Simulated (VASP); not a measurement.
# AlN (Fm-3m) in VASP: a series of runs

Aim: see how the results for AlN move with the level of theory and the settings. Levels: B3LYP, PBEsol-based global hybrid with 25 % exact exchange. Tasks: single point.

Everything below comes from runs of VASP 6.6.1. Logs are shortened: lines on timing, memory, paths and dates and some standing lists are left out, and cuts for length are marked.

### 1 The cell of the first run

Symmetry: Fm-3m, No. 225, cubic system. The conventional cell has a = 4.052 Å, b = 4.052 Å, c = 4.052 Å, α = 90.00°, β = 90.00°, γ = 90.00°. Within 2.7 Å of Al (site symmetry m-3m) lie 6 N at 2.03 Å. N (site symmetry m-3m) has 6 Al at 2.03 Å within 2.7 Å.

### 2 Single point, B3LYP

POSCAR

```
AlN
1.0
    0.0000000000      2.0261544957      2.0261544957
    2.0261544957      0.0000000000      2.0261544957
    2.0261544957      2.0261544957      0.0000000000
Al N
1 1
Direct
    0.5000000000      0.5000000000      0.5000000000
    0.0000000000      0.0000000000      0.0000000000
```

INCAR.step1

```
ALGO = Normal
EDIFF = 1E-5
ENCUT = 520
GGA = PE
ISIF = 2
ISMEAR = -1
LASPH = T
LREAL = F
LWAVE = T
NBANDS = 11
NELM = 100
PREC = Accurate
SIGMA = 0.05
```

INCAR.step2

```
AEXX = 0.2
AGGAC = 0.81
AGGAX = 0.72
ALDAC = 0.19
ALGO = Normal
EDIFF = 1E-6
ENCUT = 520
GGA = B3
ISIF = 2
ISMEAR = -1
ISTART = 1
LASPH = T
LCHARG = T
LELF = T
LHFCALC = T
LREAL = F
LVHAR = T
LWAVE = F
NBANDS = 11
NELM = 100
PREC = Accurate
PRECFOCK = Normal
SIGMA = 0.05
```

KPOINTS

```
k-points
0
Gamma
  6 6 6
```

Potentials or basis: VASP PAW PBE potentials, release 64 (Al, N).

The run is started by

```console
> cat potpaw_PBE.64/Al/POTCAR potpaw_PBE.64/N/POTCAR > POTCAR
> cp INCAR.step1 INCAR
> mpirun -np 1 vasp_std > vasp.out
> cp INCAR.step2 INCAR
> mpirun -np 1 vasp_std > vasp.out
```

OUTCAR:

```text
AEXX = 0.2
   EDIFF = 1E-6
   ENCUT = 520
   GGA = B3
   ISIF = 2
   ISMEAR = -1
   ISTART = 1
   LASPH = T
   LHFCALC = T
   LREAL = F
   NELM = 100
   PREC = Accurate
   PRECFOCK = Normal

 ion  position               nearest neighbor table
   1  0.500  0.500  0.500-   2 2.03   2 2.03   2 2.03   2 2.03   2 2.03   2 2.03
   2  0.000  0.000  0.000-   1 2.03   1 2.03   1 2.03   1 2.03   1 2.03   1 2.03

  LATTYP: Found a face centered cubic cell.
 ALAT       =     4.0523089914

  Lattice vectors:

 A1 = (   0.0000000000,   2.0261544957,   2.0261544957)
 A2 = (   2.0261544957,   0.0000000000,   2.0261544957)
 A3 = (   2.0261544957,   2.0261544957,   0.0000000000)

Analysis of symmetry for initial positions (statically):
=====================================================================
 Subroutine PRICEL returns:
 Original cell was already a primitive cell.

 Routine SETGRP: Setting up the symmetry group for a
 face centered cubic supercell.

 Subroutine GETGRP returns: Found 48 space group operations
 (whereof 48 operations were pure point group operations)
 out of a pool of 48 trial point group operations.

The static configuration has the point symmetry O_h .

Analysis of symmetry for dynamics (positions and initial velocities):
=====================================================================
 Subroutine PRICEL returns:
 Original cell was already a primitive cell.

 Routine SETGRP: Setting up the symmetry group for a
 face centered cubic supercell.

 Subroutine GETGRP returns: Found 48 space group operations
 (whereof 48 operations were pure point group operations)
 out of a pool of 48 trial point group operations.

The dynamic configuration has the point symmetry O_h .

 Subroutine INISYM returns: Found 48 space group operations
 (whereof 48 operations are pure point group operations),
 and found     1 'primitive' translations

----------------------------------------------------------------------------------------

                                     Primitive cell

  volume of cell :      16.6360

  direct lattice vectors                    reciprocal lattice vectors
     0.000000000  2.026154496  2.026154496    -0.246772890  0.246772890  0.246772890
     2.026154496  0.000000000  2.026154496     0.246772890 -0.246772890  0.246772890
     2.026154496  2.026154496  0.000000000     0.246772890  0.246772890 -0.246772890

  length of vectors
     2.865415167  2.865415167  2.865415167     0.427423183  0.427423183  0.427423183
[... 88 lines left out ...]
   EFERMI_NEDOS =   21; number of points for ismear=-14 and -15
   IALGO  =     38    algorithm
   IMIX   =      1    mixing-type and parameters
     AMIX     =   0.40;   BMIX     =  1.00
     AMIX_MAG =   1.60;   BMIX_MAG =  1.00
  volume/ion in A,a.u.               =       8.32        56.13
  Fermi-wavevector in a.u.,A,eV,Ry     =   1.282593  2.423750 22.382201  1.645045
  Thomas-Fermi vector in A             =   2.414896
   LORBIT       =      0    0 simple, 1 ext, 2 COOP (PROOUT), +10 PAW based schemes
   GGA     = B3    functional components
   LHFCALC =     T    Hartree Fock is set to
   PRECFOCK=normal    Normal, Fast or Accurate (Low or Medium for compatibility)
   ENCUT4O =  -1.0   cutoff for four orbital integrals eV
   NKREDX  =     1    reduce k-point grid by
   NKREDY  =     1    reduce k-point grid by
   NKREDZ  =     1    reduce k-point grid by
   AEXX    =    0.2000 exact exchange contribution
   HFSCREEN=    0.0000 screening length (either q_TF or 0.3 A-1)
   HFSCREENC=   0.0000 screening length for correlation (either q_TF or 0.3 A-1)
   ENCUTFOCK=  -1.0 apply spherical cutoff to Coloumb kernel
   IVDW    =     0    specifies the selected vdW correction
   LEPSILON=     F    determine dielectric tensor
   LRPA    =     F    only Hartree local field effects (RPA)
 non-spin polarized calculation
  energy-cutoff  :      520.00
  volume of cell :       16.64
 maximum number of plane-waves:       464
 NGX is ok and might be reduce to    24
  NGX = 16; NGY = 16; NGZ = 16

 number of electron       7.9999999 magnetization

 Free energy of the ion-electron system (eV)
  ---------------------------------------------------
  ext. energy  EPLUGINS =         0.00000000
  ---------------------------------------------------
  free energy    TOTEN  =       -16.34329160 eV

  energy without entropy =      -16.34329160  energy(sigma->0) =      -16.34329160

 E-fermi :  10.0476     XC(G=0):  -9.7177

 val. band max:        9.0548755417   @ k =   0.0000   0.0000   0.0000
 cond. band min:      15.4260172702   @ k =   0.5000   0.5000   0.0000
 fundamental gap:      6.3711417285
 Fermi energy:        10.0476485666

 k-point     1 :       0.0000    0.0000    0.0000
  band No.  band energies     occupation
      1      -9.6129      2.00000
      2       9.0549      2.00000
      3       9.0549      2.00000
      4       9.0549      2.00000
      5      16.7336      0.00000
      6      23.4494      0.00000
      7      23.4494      0.00000
      8      23.4494      0.00000
      9      29.0012      0.00000
     10      29.1216      0.00000
     11      29.1216      0.00000
[... 197 lines left out ...]
 k-point    16 :      -0.3333    0.5000    0.1667
  band No.  band energies     occupation
      1      -5.1293      2.00000
      2       2.2017      2.00000
      3       4.3881      2.00000
      4       5.2677      2.00000
      5      17.8383      0.00000
      6      19.5719      0.00000
      7      24.1100      0.00000
      8      24.9151      0.00000
      9      29.5109      0.00000
     10      33.1534      0.00000
     11      36.4258      0.00000

------------------------ aborting loop because EDIFF is reached ----------------------------------------

  FORCE on cell =-STRESS in cart. coord.  units (eV):
  Direction    XX          YY          ZZ          XY          YZ          ZX
  --------------------------------------------------------------------------------------
  -------------------------------------------------------------------------------------
  Total        0.0787317      0.0787317      0.0787317      0.0000000      0.0000000      0.0000000
  in kB        7.5824987      7.5824987      7.5824987      0.0000000      0.0000000      0.0000000
  external PRESSURE =       7.5824987 kB  Pullay stress =       0.0000000 kB

 VOLUME and BASIS-vectors are now :
 -----------------------------------------------------------------------------
  energy-cutoff  :      520.00
  volume of cell :       16.64
      direct lattice vectors                 reciprocal lattice vectors
     0.000000000  2.026154496  2.026154496    -0.246772890  0.246772890  0.246772890
     2.026154496  0.000000000  2.026154496     0.246772890 -0.246772890  0.246772890
     2.026154496  2.026154496  0.000000000     0.246772890  0.246772890 -0.246772890

 POSITION                                       TOTAL-FORCE (eV/Angst)
 -----------------------------------------------------------------------------------
      2.02615      2.02615      2.02615         0.000000      0.000000     -0.000000
      0.00000      0.00000      0.00000         0.000000     -0.000000      0.000000
 -----------------------------------------------------------------------------------
    total drift:                               -0.000000     -0.000000     -0.000000

  FREE ENERGIE OF THE ION-ELECTRON SYSTEM (eV)
  ---------------------------------------------------
  free  energy   TOTEN  =       -16.3432915967 eV

  energy  without entropy=      -16.3432915966  energy(sigma->0) =      -16.34329160
```

Wall time 5.3 min (1 thread of Intel Xeon 8259CL, shared host); peak memory 0.14 GiB.

What came out:

```
Free energy            : -16.3433 eV
Pressure               : 0.8 GPa
Band gap on the k mesh : 6.37 eV (least direct gap 7.68 eV)
```

Caveat: the k points lie up to 0.45 Å⁻¹ apart; the PAW data sets were made with another functional, which shifts forces and pressure a little. A k mesh can miss the band edges.

### 3 Single point, PBEsol-based global hybrid with 25 % exact exchange

This run uses another cell than the first one, of 8.42 Å³/atom.

POSCAR

```
AlN
1.0
    0.0000000000      2.0345180000      2.0345180000
    2.0345180000      0.0000000000      2.0345180000
    2.0345180000      2.0345180000      0.0000000000
Al N
1 1
Direct
    0.5000000000      0.5000000000      0.5000000000
    0.0000000000      0.0000000000      0.0000000000
```

INCAR.step1

```
SYSTEM = AlN
ALGO     = Normal         ! electronic algorithm
EDIFF    = 1E-5           ! SCF threshold, eV
ENCUT    = 520            ! plane-wave cutoff, eV
GGA      = PE             ! functional
ISIF     = 2              ! what is computed and relaxed
ISMEAR   = -1             ! smearing method
LASPH    = .TRUE.         ! aspherical terms in the spheres
LCHARG   = .FALSE.        ! write CHGCAR
LREAL    = .FALSE.        ! projectors in reciprocal space
LWAVE    = .TRUE.         ! write WAVECAR
NBANDS   = 11             ! bands
NELM     = 100            ! most SCF steps
PREC     = Accurate       ! precision mode
SIGMA    = 0.05           ! smearing width, eV
```

INCAR.step2

```
SYSTEM = AlN
AEXX     = 0.25           ! exact-exchange fraction
ALGO     = Normal         ! electronic algorithm
EDIFF    = 1E-6           ! SCF threshold, eV
ENCUT    = 520            ! plane-wave cutoff, eV
GGA      = PS             ! functional
ISIF     = 2              ! what is computed and relaxed
ISMEAR   = -1             ! smearing method
ISTART   = 1            
LASPH    = .TRUE.         ! aspherical terms in the spheres
LCHARG   = .FALSE.        ! write CHGCAR
LHFCALC  = .TRUE.         ! exact exchange
LREAL    = .FALSE.        ! projectors in reciprocal space
LWAVE    = .FALSE.        ! write WAVECAR
NBANDS   = 11             ! bands
NELM     = 100            ! most SCF steps
PREC     = Accurate       ! precision mode
PRECFOCK = Normal       
SIGMA    = 0.05           ! smearing width, eV
```

KPOINTS

```
k-points
0
G
  6 6 6
  0 0 0
```

Potentials or basis: VASP PAW PBE potentials, release 64 (Al, N).

The run is started by

```console
> cat potpaw_PBE.64/Al/POTCAR potpaw_PBE.64/N/POTCAR > POTCAR
> cp INCAR.step1 INCAR
> mpirun -np 1 vasp_std > vasp.out
> cp INCAR.step2 INCAR
> mpirun -np 1 vasp_std > vasp.out
```

Wall time 7.5 min (1 thread of Intel Xeon 8259CL, shared host); peak memory 0.14 GiB.

The run converged. Its results:

| Quantity | Value |
| --- | --- |
| Free energy | -18.6911 eV |
| Pressure | -10.7 GPa |
| Band gap on the k mesh | 6.51 eV (least direct gap 7.67 eV) |

Levels at points of the mesh, in eV from the valence-band top:
```tsv
k point	band 1	band 2	band 3	band 4	band 5	band 6	band 7	band 8
(0.00, 0.00, 0.00)	-19.06	0.00	0.00	0.00	7.67	14.42	14.42	14.42
(0.50, 0.00, 0.00)	-15.63	-8.95	-1.14	-1.14	8.11	13.14	13.14	15.98
(0.50, 0.50, 0.00)	-14.60	-7.96	-3.02	-3.02	6.51	7.29	16.73	19.89
```

Caveat: the k points lie up to 0.45 Å⁻¹ apart; the PAW data sets were made with another functional, which shifts forces and pressure a little.

### 4 Single point, B3LYP

This run uses another cell than the first one, of 8.42 Å³/atom.

POSCAR is that of step 3.

INCAR.step1

```
SYSTEM = AlN
ALGO = Normal
EDIFF = 1E-5
ENCUT = 520
GGA = PE
ISIF = 2
ISMEAR = -1
LASPH = .TRUE.
LCHARG = .FALSE.
LREAL = .FALSE.
LWAVE = .TRUE.
NBANDS = 11
NELM = 100
PREC = Accurate
SIGMA = 0.05
```

INCAR.step2

```
SYSTEM = AlN
AEXX = 0.2
AGGAC = 0.81
AGGAX = 0.72
ALDAC = 0.19
ALGO = Normal
EDIFF = 1E-6
ENCUT = 520
GGA = B3
ISIF = 2
ISMEAR = -1
ISTART = 1
LASPH = .TRUE.
LCHARG = .FALSE.
LHFCALC = .TRUE.
LREAL = .FALSE.
LWAVE = .FALSE.
NBANDS = 11
NELM = 100
PREC = Accurate
PRECFOCK = Normal
SIGMA = 0.05
```

KPOINTS is that of step 3.

The run is started by

```console
> cat potpaw_PBE.64/Al/POTCAR potpaw_PBE.64/N/POTCAR > POTCAR
> cp INCAR.step1 INCAR
> mpirun -np 1 vasp_std > vasp.out
> cp INCAR.step2 INCAR
> mpirun -np 1 vasp_std > vasp.out
```

Run time: 13 min. Hardware: 1 thread of Intel Xeon 8259CL, shared host; peak memory 0.14 GiB.

It converged, with:

```yaml
Free_energy: -16.3423 eV
Pressure: -2.5 GPa
Band_gap_on_the_k_mesh: 6.24 eV (least direct gap 7.49 eV)
```

Levels at points of the mesh, in eV from the valence-band top:
```csv
k point,band 2,band 3,band 4,band 5,band 6,band 7
"(0.00, 0.00, 0.00)",0.00,0.00,0.00,7.49,14.35,14.35
"(0.50, 0.00, 0.00)",-8.58,-1.08,-1.08,8.13,12.90,12.90
"(0.50, 0.50, 0.00)",-7.58,-2.89,-2.89,6.24,7.47,16.39
```

Caveat: the k points lie up to 0.45 Å⁻¹ apart; the PAW data sets were made with another functional, which shifts forces and pressure a little. A k mesh can miss the band edges.

### 5 Single point, B3LYP

POSCAR

```
AlN
1.0
    0.0000000000      2.0261544926      2.0261544926
    2.0261544926      0.0000000000      2.0261544926
    2.0261544926      2.0261544926      0.0000000000
Al N
1 1
Direct
    0.5000000000      0.5000000000      0.5000000000
    0.0000000000      0.0000000000      0.0000000000
```

INCAR.step1

```
ALGO = Normal
EDIFF = 1E-5
ENCUT = 520
GGA = PE
ISIF = 2
ISMEAR = -1
LASPH = T
LREAL = F
LWAVE = T
NBANDS = 11
NELM = 100
PREC = Accurate
SIGMA = 0.05
```

INCAR.step2

```
AEXX = 0.2
AGGAC = 0.81
AGGAX = 0.72
ALDAC = 0.19
ALGO = Normal
EDIFF = 1E-6
ENCUT = 520
GGA = B3
ISIF = 2
ISMEAR = -1
ISTART = 1
LASPH = T
LCHARG = T
LELF = T
LHFCALC = T
LREAL = F
LVHAR = T
LWAVE = F
NBANDS = 11
NELM = 100
PREC = Accurate
PRECFOCK = Normal
SIGMA = 0.05
```

KPOINTS

```
k-points
0
Gamma
  6 6 6
```

The run is started by

```console
> cat potpaw_PBE.64/Al/POTCAR potpaw_PBE.64/N/POTCAR > POTCAR
> cp INCAR.step1 INCAR
> mpirun -np 1 vasp_std > vasp.out
> cp INCAR.step2 INCAR
> mpirun -np 1 vasp_std > vasp.out
```

Wall time 6.6 min (1 thread of Intel Xeon 8259CL, shared host); peak memory 0.14 GiB.

It converged, with:

```yaml
Free_energy: -16.3433 eV
Pressure: 0.8 GPa
Band_gap_on_the_k_mesh: 6.37 eV (least direct gap 7.68 eV)
```

Levels at points of the mesh, in eV from the valence-band top:
```tsv
k point	band 1	band 2	band 3	band 4	band 5	band 6	band 7	band 8
(0.00, 0.00, 0.00)	-18.67	0.00	0.00	0.00	7.68	14.39	14.39	14.39
(0.50, 0.00, 0.00)	-15.31	-8.66	-1.10	-1.10	8.22	13.01	13.01	15.66
(0.50, 0.50, 0.00)	-14.30	-7.66	-2.92	-2.92	6.37	7.45	16.55	19.67
```

Caveat: the k points lie up to 0.45 Å⁻¹ apart; the PAW data sets were made with another functional, which shifts forces and pressure a little.

### 6 Summary

```tsv
level	cell	share of exact exchange	gap on the mesh (eV)	pressure (GPa)
B3LYP	a = 2.865 Å, angles 60.0°, 2 atoms	0.2	6.37	0.8
PBEsol-based global hybrid with 25 % exact exchange	a = 2.877 Å, angles 60.0°, 2 atoms	0.25	6.51	-10.7
B3LYP	a = 2.877 Å, angles 60.0°, 2 atoms	0.2	6.24	-2.5
```

Alike in all rows: task single point; potentials or basis VASP PAW PBE potentials, release 64 (Al, N); no spin polarisation; k mesh 6 × 6 × 6; cutoff (eV) 520; smearing fermi-dirac 0.05 eV.

Caveats: all runs use coarse meshes; the PAW data sets were made with another functional, which shifts forces and pressure a little.

Absolute energies hang on the potentials; compare differences alone.
